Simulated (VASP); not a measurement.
A run of VASP 6.6.1 is set up as follows.

INCAR

```
SYSTEM = MnCl3
ALGO = Normal
EDIFF = 1E-6
ENCUT = 520
GGA = PS
ISIF = 2
ISMEAR = 0
ISPIN = 2
LASPH = .True.
LCHARG = .False.
LMAXMIX = 4
LORBIT = 11
LREAL = .False.
LWAVE = .False.
MAGMOM = 3.83 0 0 0
NBANDS = 29
NELM = 150
PREC = Accurate
SIGMA = 0.05
```

The input KPOINTS:

```
k-points
0
Gamma
  6 6 6
  0 0 0
```

Contents of POSCAR:

```
MnCl3
1.0
    4.6628782148      0.0000000000      0.0000000000
    0.0000000000      4.6628782148      0.0000000000
    0.0000000000      0.0000000000      4.6628782148
Mn Cl
1 3
Direct
    0.0000000000      0.0000000000      0.0000000000
    0.5000000000      0.0000000000      0.0000000000
    0.0000000000      0.0000000000      0.5000000000
    0.0000000000      0.5000000000      0.0000000000
```

Potentials or basis: VASP PAW PBE potentials, release 64 (Mn_pv, Cl).

Launch:

```bash
$ cat potpaw_PBE.64/Mn_pv/POTCAR potpaw_PBE.64/Cl/POTCAR > POTCAR
$ mpirun -np 1 vasp_std > vasp.out
```

(1) Predict the net moment.

(2) What does it give for the site moments?

Answers

(1) 4.01 μB per cell.

(2) Mn +3.64; Cl +0.04 μB.

Caveat: a cell with one magnetic atom can't hold antiferromagnetic order, which such compounds often take.
